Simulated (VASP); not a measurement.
RbGeN:

```xyz
3
Lattice="-1.9427 3.1587 3.5331 1.9427 -3.1587 3.5331 1.9427 3.1587 -3.5331" Properties=species:S:1:pos:R:3 pbc="T T T"
Rb    0.0000    0.0000    0.0000
Ge    0.0000    0.0000    3.5331
N     0.0000    3.1587    0.0000
```

The cell was built from a structure type or drawn by symmetry, and may not be a known phase.

```yaml
Program: VASP 6.6.1
Task: relaxation of cell and atoms
Functional: PBE
Potentials_or_basis: VASP PAW PBE potentials, release 64 (Rb_sv, Ge_d, N)
Cutoff: 600 eV
k_mesh: 6 × 6 × 6
Occupations: gaussian, width 0.1 eV
Spin: no spin polarisation
```

At the start: pressure -1.1 GPa; volume 28.91 Å³/atom.

Task: How do energy, volume and symmetry change on relaxing?

Result: Over 6 steps the energy falls by 10.6 meV/atom and the volume is 28.53 Å³/atom (-1.3 %); space group Immm (No. 71, to 0.1 Å) before and after.

The path:
```
step  energy change (eV)  largest force (eV/Å)  pressure (GPa)  volume (Å³)
   1              0.0000                0.0000           -1.14        86.72
   2             -0.0269                0.0000            0.69        84.13
   3             -0.0310                0.0000            0.14        84.78
   4             -0.0310                0.0000            0.07        84.81
   5             -0.0313                0.0000            0.08        85.01
   6             -0.0319                0.0000            0.01        85.60
```

Final structure:
```
Rb Ge N
1.0
    -1.89291    3.16576    3.57129
     1.89291   -3.16576    3.57129
     1.89291    3.16576   -3.57129
Rb Ge N
1 1 1
Direct
  0.00000 0.00000 0.00000
  0.50000 0.50000 0.00000
  0.50000 0.00000 0.50000
```
